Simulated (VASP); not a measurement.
# AlCo3 (Cmmm) in VASP: notebook

Runs on AlCo3. Level: LDA. Tasks: single point.

Program: VASP 6.6.1. These are calculated values, not measurements. Logs are shortened: lines on timing, memory, paths and dates and some standing lists are left out, and cuts for length are marked.

## 1. The cell of the first run

The structure is orthorhombic, space group Cmmm (No. 65). Conventional cell: a = 4.980 Å, b = 5.132 Å, c = 3.575 Å, α = 90.00°, β = 90.00°, γ = 90.00°. Within 3.3 Å of Al (site symmetry mmm) lie 12 Co at 2.49 to 2.57 Å. Co (site symmetry mmm) has 4 Al at 2.49 to 2.57 Å and 8 Co at 2.53 Å within 3.3 Å. Co (site symmetry 2/m) has 8 Co at 2.49 to 2.57 Å and 4 Al at 2.53 Å within 3.3 Å.

## 2. Single point, LDA, collinear spin, ferromagnetic start

The input, INCAR:

```
SYSTEM = AlCo3
PREC = Accurate
ENCUT = 520
EDIFF = 1E-6
ISMEAR = -1
SIGMA = 0.05
LREAL = .False.
LASPH = .True.
NELM = 150
ALGO = Normal
ISIF = 2
LWAVE = .False.
LCHARG = .False.
ISPIN = 2
MAGMOM = 0 2.5 2.5 2.5
LORBIT = 11
LMAXMIX = 4
NBANDS = 27
```

The input, KPOINTS:

```
Automatic mesh
0
Gamma
  10 10 10
  0 0 0
```

The input, POSCAR:

```
AlCo3
1.0
    3.5749480000     -0.0536242200      0.0000000000
   -0.0536242200      3.5749480000      0.0000000000
    0.0000000000      0.0000000000      3.5749480000
Al Co
1 3
Direct
    0.0000000000      0.0000000000      0.0000000000
    0.5000000000      0.5000000000      0.0000000000
    0.5000000000      0.0000000000      0.5000000000
    0.0000000000      0.5000000000      0.5000000000
```

Potentials or basis: VASP PAW LDA potentials, release 64 (Al, Co).

Command:

```console
cat potpaw_LDA.64/Al/POTCAR potpaw_LDA.64/Co/POTCAR > POTCAR
mpirun -np 1 vasp_std > vasp.out
```

OUTCAR:

```text
SYSTEM = AlCo3
   PREC = Accurate
   ENCUT = 520
   EDIFF = 1E-6
   ISMEAR = -1
   LREAL = .False.
   LASPH = .True.
   NELM = 150
   ISIF = 2
   ISPIN = 2
   LORBIT = 11

 ion  position               nearest neighbor table
   1  0.000  0.000  0.000-   2 2.49   2 2.49   4 2.53   3 2.53   4 2.53   4 2.53   4 2.53   3 2.53
                             3 2.53   3 2.53   2 2.57   2 2.57
   2  0.500  0.500  0.000-   1 2.49   1 2.49   4 2.53   3 2.53   4 2.53   3 2.53   3 2.53   4 2.53
                             4 2.53   3 2.53   1 2.57   1 2.57
   3  0.500  0.000  0.500-   4 2.49   4 2.49   1 2.53   1 2.53   2 2.53   2 2.53   2 2.53   1 2.53
                             1 2.53   2 2.53   4 2.57   4 2.57
   4  0.000  0.500  0.500-   3 2.49   3 2.49   1 2.53   1 2.53   2 2.53   1 2.53   1 2.53   2 2.53
                             2 2.53   2 2.53   3 2.57   3 2.57

  LATTYP: Found a base centered orthorhombic cell.
 ALAT       =     4.9799038472
 B/A-ratio  =     1.0304568528
 C/A-ratio  =     0.7178749048

  Lattice vectors:

 A1 = (   3.5749480000,  -0.0536242200,   0.0000000000)
 A2 = (  -0.0536242200,   3.5749480000,   0.0000000000)
 A3 = (   0.0000000000,   0.0000000000,   3.5749480000)

Analysis of symmetry for initial positions (statically):
=====================================================================
 Subroutine PRICEL returns:
 Original cell was already a primitive cell.

 Routine SETGRP: Setting up the symmetry group for a
 base centered orthorhombic supercell.

 Subroutine GETGRP returns: Found  8 space group operations
 (whereof  8 operations were pure point group operations)
 out of a pool of  8 trial point group operations.

The static configuration has the point symmetry D_2h.

Analysis of symmetry for dynamics (positions and initial velocities):
=====================================================================
 Subroutine PRICEL returns:
 Original cell was already a primitive cell.

 Routine SETGRP: Setting up the symmetry group for a
 base centered orthorhombic supercell.

 Subroutine GETGRP returns: Found  8 space group operations
 (whereof  8 operations were pure point group operations)
 out of a pool of  8 trial point group operations.

The dynamic configuration has the point symmetry D_2h.

Analysis of structural, dynamic, and magnetic symmetry:
=====================================================================
 Subroutine PRICEL returns:
 Original cell was already a primitive cell.

 Routine SETGRP: Setting up the symmetry group for a
 base centered orthorhombic supercell.

 Subroutine GETGRP returns: Found  8 space group operations
 (whereof  8 operations were pure point group operations)
 out of a pool of  8 trial point group operations.

The overall configuration has the point symmetry D_2h.

 Subroutine INISYM returns: Found  8 space group operations
 (whereof  8 operations are pure point group operations),
 and found     1 'primitive' translations

----------------------------------------------------------------------------------------

                                     Primitive cell

  volume of cell :      45.6785

  direct lattice vectors                    reciprocal lattice vectors
     3.574948000 -0.053624220  0.000000000     0.279787301  0.004196810  0.000000000
    -0.053624220  3.574948000  0.000000000     0.004196810  0.279787301  0.000000000
     0.000000000  0.000000000  3.574948000     0.000000000  0.000000000  0.279724348

  length of vectors
     3.575350159  3.575350159  3.574948000     0.279818775  0.279818775  0.279724348

  position of ions in fractional coordinates (direct lattice)
     0.000000000  0.000000000  0.000000000
     0.500000000  0.500000000  0.000000000
     0.500000000  0.000000000  0.500000000
     0.000000000  0.500000000  0.500000000

  ion indices of the primitive-cell ions
   primitive index   ion index
                 1           1
                 2           2
                 3           3
                 4           4

----------------------------------------------------------------------------------------

 KPOINTS: Automatic mesh

Automatic generation of k-mesh.
 Grid dimensions read from file:
 generate k-points for:   10   10   10

 Generating k-lattice:

  Cartesian coordinates                     Fractional coordinates (reciprocal lattice)
     0.027978730  0.000419681  0.000000000     0.100000000  0.000000000  0.000000000
     0.000419681  0.027978730  0.000000000     0.000000000  0.100000000  0.000000000
     0.000000000  0.000000000  0.027972435     0.000000000  0.000000000  0.100000000

  Length of vectors
     0.027981877  0.027981877  0.027972435

  Shift w.r.t. Gamma in fractional coordinates (k-lattice)
     0.000000000  0.000000000  0.000000000

 Subroutine IBZKPT returns following result:
 ===========================================

 Found    186 irreducible k-points:

 Following reciprocal coordinates:
            Coordinates               Weight
  0.000000  0.000000  0.000000      1.000000
  0.100000  0.000000  0.000000      4.000000
  0.200000  0.000000  0.000000      4.000000
  0.300000  0.000000  0.000000      4.000000
  0.400000  0.000000  0.000000      4.000000
  0.500000  0.000000  0.000000      2.000000
[... 16 lines left out ...]
  0.300000  0.300000  0.000000      2.000000
  0.400000  0.300000  0.000000      4.000000
 [... further k-points ...]
   k-points           NKPTS =    186   k-points in BZ     NKDIM =    186   number of bands    NBANDS=     27
   number of dos      NEDOS =    301   number of ions     NIONS =      4
   total plane-waves  NPLWV =  21952
   dimension x,y,z NGX =    28 NGY =   28 NGZ =   28
   dimension x,y,z NGXF=    56 NGYF=   56 NGZF=   56
   ions per type =               1   3
   NGX,Y,Z   is equivalent  to a cutoff of  13.02, 13.02, 13.02 a.u.
   NGXF,Y,Z  is equivalent  to a cutoff of  26.04, 26.04, 26.04 a.u.
 SYSTEM =  AlCo3
   PREC   = accura    normal or accurate (medium, high low for compatibility)
   ISTART =      0    job   : 0-new  1-cont  2-samecut
   ICHARG =      2    charge: 1-file 2-atom 10-const
   ISPIN  =      2    spin polarized calculation?
   LNONCOLLINEAR =      F non collinear calculations
   LSORBIT =      F    spin-orbit coupling
   LASPH  =      T    aspherical Exc in radial PAW
   ENCUT  =  520.0 eV  38.22 Ry    6.18 a.u.   6.65  6.65  6.65*2*pi/ulx,y,z
   NELM   =    150;   NELMIN=  2; NELMDL= -5     # of ELM steps
   EDIFF  = 0.1E-05   stopping-criterion for ELM
   LREAL  =      F    real-space projection
   EDIFFG = 0.1E-04   stopping-criterion for IOM
   NSW    =      0    number of steps for IOM
   IBRION =     -1    ionic relax: 0-MD 1-quasi-New 2-CG
   NFREE  =      0    steps in history (QN), initial steepest desc. (CG)
   ISIF   =      2    stress and relaxation
   ISYM   =      2    0-nonsym 1-usesym 2-fastsym
   POTIM  = 0.5000    time-step for ionic-motion
   TEBEG  =    0.0;   TEEND  =   0.0 temperature during run
   PSTRESS=    0.0 pullay stress
   NELECT =      30.0000    total number of electrons
   NUPDOWN=      -1.0000    fix difference up-down
   EMIN   =  10.00;   EMAX   =-10.00  energy-range for DOS
   EFERMI =   0.00;   METHOD = LEGACY
   ISMEAR =    -1;   SIGMA  =   0.05  broadening in eV -4-tet -1-fermi 0-gaus
   EFERMI_NEDOS =   21; number of points for ismear=-14 and -15
   IALGO  =     38    algorithm
   IMIX   =      4    mixing-type and parameters
     AMIX     =   0.40;   BMIX     =  1.00
     AMIX_MAG =   1.60;   BMIX_MAG =  1.00
  volume/ion in A,a.u.               =      11.42        77.06
  Fermi-wavevector in a.u.,A,eV,Ry     =   1.423021  2.689121 27.551660  2.024990
  Thomas-Fermi vector in A             =   2.543663
   LORBIT       =     11    0 simple, 1 ext, 2 COOP (PROOUT), +10 PAW based schemes
   GGA     = CA    functional components
   LHFCALC =     F    Hartree Fock is set to
   AEXX    =    0.0000 exact exchange contribution
   IVDW    =     0    specifies the selected vdW correction
   LEPSILON=     F    determine dielectric tensor
   LRPA    =     F    only Hartree local field effects (RPA)
 spin polarized calculation
  energy-cutoff  :      520.00
  volume of cell :       45.68
 maximum number of plane-waves:      1257
   NGX = 13   NGY = 13   NGZ = 13

 number of electron      30.0000024 magnetization       3.6636238

 Free energy of the ion-electron system (eV)
  ---------------------------------------------------
  ext. energy  EPLUGINS =         0.00000000
  ---------------------------------------------------
  free energy    TOTEN  =       -29.27537624 eV

  energy without entropy =      -29.21619452  energy(sigma->0) =      -29.24578538

 E-fermi :   9.7031     XC(G=0): -13.0054

 val. band max:        9.7022715203   @ k =   0.3000   0.1000   0.0000
 cond. band min:       9.7035518783   @ k =  -0.4000   0.3000   0.1000
 fundamental gap:      0.0012803580
 Fermi energy:         9.7031160825

 spin component 1

 k-point     1 :       0.0000    0.0000    0.0000
  band No.  band energies     occupation
      1      -0.1627      1.00000
      2       4.8942      1.00000
      3       5.8105      1.00000
      4       5.8191      1.00000
      5       6.1003      1.00000
      6       6.1326      1.00000
[... 709 lines left out ...]
     26      22.3867      0.00000
     27      23.4420      0.00000

 [... further k-points ...]

 spin component 2

 k-point     1 :       0.0000    0.0000    0.0000
  band No.  band energies     occupation
      1      -0.0637      1.00000
      2       5.7124      1.00000
      3       6.5673      1.00000
      4       6.5727      1.00000
      5       7.0185      1.00000
      6       7.0417      1.00000
[... 709 lines left out ...]
     26      22.5808      0.00000
     27      23.8161      0.00000

 [... further k-points ...]

------------------------ aborting loop because EDIFF is reached ----------------------------------------

  FORCE on cell =-STRESS in cart. coord.  units (eV):
  Direction    XX          YY          ZZ          XY          YZ          ZX
  --------------------------------------------------------------------------------------
  -------------------------------------------------------------------------------------
  Total       -4.0513384     -4.0513384     -4.0670629      0.7360104      0.0000000      0.0000000
  in kB     -142.1011654   -142.1011654   -142.6527064     25.8156489      0.0000000      0.0000000
  external PRESSURE =    -142.2850124 kB  Pullay stress =       0.0000000 kB

 VOLUME and BASIS-vectors are now :
 -----------------------------------------------------------------------------
  energy-cutoff  :      520.00
  volume of cell :       45.68
      direct lattice vectors                 reciprocal lattice vectors
     3.574948000 -0.053624220  0.000000000     0.279787301  0.004196810  0.000000000
    -0.053624220  3.574948000  0.000000000     0.004196810  0.279787301  0.000000000
     0.000000000  0.000000000  3.574948000     0.000000000  0.000000000  0.279724348

 POSITION                                       TOTAL-FORCE (eV/Angst)
 -----------------------------------------------------------------------------------
      0.00000      0.00000      0.00000         0.000000      0.000000      0.000000
      1.76066      1.76066      0.00000        -0.000000      0.000000      0.000000
      1.78747     -0.02681      1.78747         0.000000      0.000000      0.000000
     -0.02681      1.78747      1.78747         0.000000      0.000000      0.000000
 -----------------------------------------------------------------------------------
    total drift:                                0.000000      0.000000      0.000000

  FREE ENERGIE OF THE ION-ELECTRON SYSTEM (eV)
  ---------------------------------------------------
  free  energy   TOTEN  =       -29.2753762354 eV

  energy  without entropy=      -29.2161945188  energy(sigma->0) =      -29.24578538

 total charge

# of ion       s       p       d       tot
------------------------------------------
    1        0.413   0.417   0.000   0.830
    2        0.473   0.501   7.342   8.316
    3        0.473   0.501   7.341   8.315
    4        0.473   0.501   7.341   8.315
--------------------------------------------------
tot          1.833   1.919  22.024  25.776

 magnetization (x)

# of ion       s       p       d       tot
------------------------------------------
    1       -0.001  -0.030   0.000  -0.031
    2       -0.002   0.003   1.232   1.233
    3       -0.002   0.003   1.239   1.240
    4       -0.002   0.003   1.239   1.240
--------------------------------------------------
tot         -0.006  -0.022   3.711   3.683
```

Wall time 4.6 min (1 thread of AMD EPYC 9R45 (Zen 5), shared host); peak memory 0.36 GiB.

Results:

- Free energy: -29.2754 eV
- Pressure: -14.2 GPa
- Net moment: 3.66 μB per cell
- Site moments: Al -0.03; Co +1.23, +1.24 (each value once) μB
- Valence electrons inside the program's atomic spheres: Al 0.83; Co 8.32, 8.31 (each value once)

Stress tensor (GPa, compression positive):
```
-14.21   2.58   0.00
  2.58 -14.21   0.00
  0.00   0.00 -14.27
```

Caveat: the cell stands under tension.

## 3. Single point, LDA, collinear spin, ferromagnetic start

The input, INCAR:

```
ALGO     = Normal         # electronic algorithm
EDIFF    = 1E-7           # SCF threshold, eV
ENCUT    = 520            # plane-wave cutoff, eV
ISIF     = 2              # what is computed and relaxed
ISMEAR   = -1             # smearing method
ISPIN    = 2              # spin polarisation
LASPH    = True           # aspherical terms in the spheres
LCHARG   = False          # write CHGCAR
LMAXMIX  = 4              # l up to which the mixer works
LORBIT   = 11             # projections on sites
LREAL    = False          # projectors in reciprocal space
LWAVE    = False          # write WAVECAR
MAGMOM   = 0 2.5 2.5 2.5  # initial moments
NBANDS   = 27             # bands
NELM     = 150            # most SCF steps
PREC     = Accurate       # precision mode
SIGMA    = 0.05           # smearing width, eV
```

The input, KPOINTS:

```
k-points
0
Gamma
  10 10 10
```

Edit POSCAR of step 2 so:

```diff
@@ -2,4 +2,4 @@
 1.0
-    3.5749480000     -0.0536242200      0.0000000000
-   -0.0536242200      3.5749480000      0.0000000000
+    3.5749480000      0.0536242200      0.0000000000
+    0.0536242200      3.5749480000      0.0000000000
     0.0000000000      0.0000000000      3.5749480000
```

Potentials or basis: VASP PAW LDA potentials, release 64 (Al, Co).

Command:

```console
cat potpaw_LDA.64/Al/POTCAR potpaw_LDA.64/Co/POTCAR > POTCAR
mpirun -np 1 vasp_std > vasp.out
```

Run time: 11 min. Hardware: 1 thread of Intel Xeon 8259CL, shared host; peak memory 0.39 GiB.

It converged, with:

```
Free energy                                           : -29.2754 eV
Pressure                                              : -14.2 GPa
Net moment                                            : 3.66 μB per cell
Site moments                                          : Al -0.03; Co +1.23, +1.24 (each value once) μB
Valence electrons inside the program's atomic spheres : Al 0.83; Co 8.32, 8.31 (each value once)
```

Stress tensor (GPa, compression positive):
```
-14.22  -2.58   0.00
 -2.58 -14.22   0.00
  0.00   0.00 -14.28
```

Levels at points of the mesh, in eV from the Fermi level:
Spin up:
| k point | band 13 | band 14 | band 15 | band 16 | band 17 | band 18 | band 19 | band 20 | band 21 | band 22 |
| --- | --- | --- | --- | --- | --- | --- | --- | --- | --- | --- |
| (0.00, 0.00, 0.00) | -0.27 | -0.03 | -0.02 | -0.02 | 0.85 | 0.88 | 0.92 | 6.83 | 6.84 | 7.27 |
| (0.50, 0.00, 0.00) | -1.30 | -1.30 | -1.18 | -0.72 | -0.03 | 5.55 | 5.57 | 5.61 | 5.68 | 6.62 |
| (0.50, 0.50, 0.00) | -1.48 | -1.38 | -1.07 | -1.01 | -0.58 | 0.79 | 1.07 | 8.10 | 8.16 | 8.39 |
| (0.00, 0.00, 0.50) | -1.37 | -1.24 | -1.18 | -0.72 | -0.03 | 5.46 | 5.60 | 5.68 | 5.76 | 6.60 |
| (0.50, 0.00, 0.50) | -1.53 | -1.38 | -1.04 | -1.03 | -0.60 | 0.93 | 0.94 | 8.04 | 8.14 | 8.23 |
| (0.50, 0.50, 0.50) | -1.54 | -1.15 | -1.15 | -0.29 | -0.23 | -0.18 | -0.17 | 3.44 | 4.11 | 4.34 |
Spin down:
| k point | band 9 | band 10 | band 11 | band 12 | band 13 | band 14 | band 15 | band 16 | band 17 | band 18 |
| --- | --- | --- | --- | --- | --- | --- | --- | --- | --- | --- |
| (0.00, 0.00, 0.00) | -0.43 | -0.32 | 0.52 | 0.52 | 0.94 | 0.95 | 0.97 | 1.01 | 1.19 | 1.19 |
| (0.50, 0.00, 0.00) | -1.28 | -0.93 | -0.84 | -0.27 | -0.21 | -0.21 | -0.02 | 0.60 | 1.19 | 5.95 |
| (0.50, 0.50, 0.00) | -1.16 | -1.15 | -0.48 | -0.42 | -0.39 | -0.25 | 0.04 | 0.15 | 0.28 | 1.87 |
| (0.00, 0.00, 0.50) | -1.25 | -0.93 | -0.83 | -0.30 | -0.26 | -0.12 | -0.01 | 0.60 | 1.19 | 5.86 |
| (0.50, 0.00, 0.50) | -1.16 | -1.16 | -0.42 | -0.40 | -0.36 | -0.36 | 0.07 | 0.11 | 0.28 | 2.00 |
| (0.50, 0.50, 0.50) | -1.19 | -1.09 | -0.48 | -0.39 | -0.29 | -0.06 | -0.05 | 0.03 | 0.92 | 0.98 |

Caveat: the cell stands under tension.
